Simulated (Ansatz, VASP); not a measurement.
**One calculation of NiSb, two programs**

Contents of INCAR:

```
PREC     = Accurate       # precision mode
ENCUT    = 520            # plane-wave cutoff, eV
EDIFF    = 1E-7           # SCF threshold, eV
ISMEAR   = 0              # smearing method
SIGMA    = 0.1            # smearing width, eV
LREAL    = F              # projectors in reciprocal space
LASPH    = T              # aspherical terms in the spheres
NELM     = 100            # most SCF steps
ALGO     = Normal         # electronic algorithm
ISIF     = 2              # what is computed and relaxed
LWAVE    = F              # write WAVECAR
LCHARG   = F              # write CHGCAR
GGA      = PE             # functional
IVDW     = 12             # dispersion correction
NBANDS   = 23             # bands
```

The input KPOINTS:

```
Automatic mesh
0
Gamma
  6 6 4
```

Contents of POSCAR:

```
NiSb
1.0
    3.9296698600      0.0000000000      0.0000000000
   -1.9648349300      3.4031939500      0.0000000000
    0.0000000000      0.0000000000      5.1161871000
Ni Sb
2 2
Direct
    0.0000000000      0.0000000000      0.0000000000
    0.0000000000      0.0000000000      0.5000000000
    0.3333333400      0.6666666900      0.2500000000
    0.6666666900      0.3333333400      0.7500000000
```

Input for Ansatz:

```yaml
crystal:
  lattice:
    - [3.92966986, 0.0, 0.0]
    - [-1.96483493, 3.40319395, 0.0]
    - [0.0, 0.0, 5.1161871]
  atoms:
    - { symbol: Ni, position: [0.0, 0.0, 0.0] }
    - { symbol: Ni, position: [0.0, 0.0, 0.5] }
    - { symbol: Sb, position: [0.33333334, 0.66666669, 0.25] }
    - { symbol: Sb, position: [0.66666669, 0.33333334, 0.75] }
basis:
  ecutwfc: 420
kpoints:
  mp_grid: { grid: [6, 6, 4] }
hamiltonian:
  xc: pbe
  dispersion: d3bj
scf:
  occupations: { method: gaussian, width: 0.1 }
  lower_state_search: "off"
output:
  forces: true
  stress: true
  eigenvalues: true
```

Alike in both runs: task single point; functional PBE; dispersion D3(BJ); k mesh 6 × 6 × 4; occupations gaussian, width 0.1 eV; no spin polarisation.

|  | VASP | Ansatz |
| --- | --- | --- |
| version | VASP 6.6.1 | Ansatz 0.2.0 |
| potentials or method | VASP PAW PBE potentials, release 64 (Ni, Sb), cutoff 520 eV | scalar-relativistic, plane waves, PAW |
| valence electrons in the cell | 30 | 66 |

|  | VASP | Ansatz | Ansatz less VASP |
| --- | --- | --- | --- |
| gap on the k mesh at the Fermi level (eV) | none | none | - |
| pressure (GPa) | -0.9 | -0.8 | +0.17 |
| traceless stress, the component that is largest in VASP (GPa) | 0.73 | 0.65 | -0.075 |

A gap of «none» marks a metal or a gap that the smearing closes. VASP's potentials hold 30 valence electrons a cell and Ansatz's 66, so a difference there can come from the potentials and not from the codes. Ansatz's warnings: structure snapped to symmetry.

Neither program's run includes spin-orbit coupling.
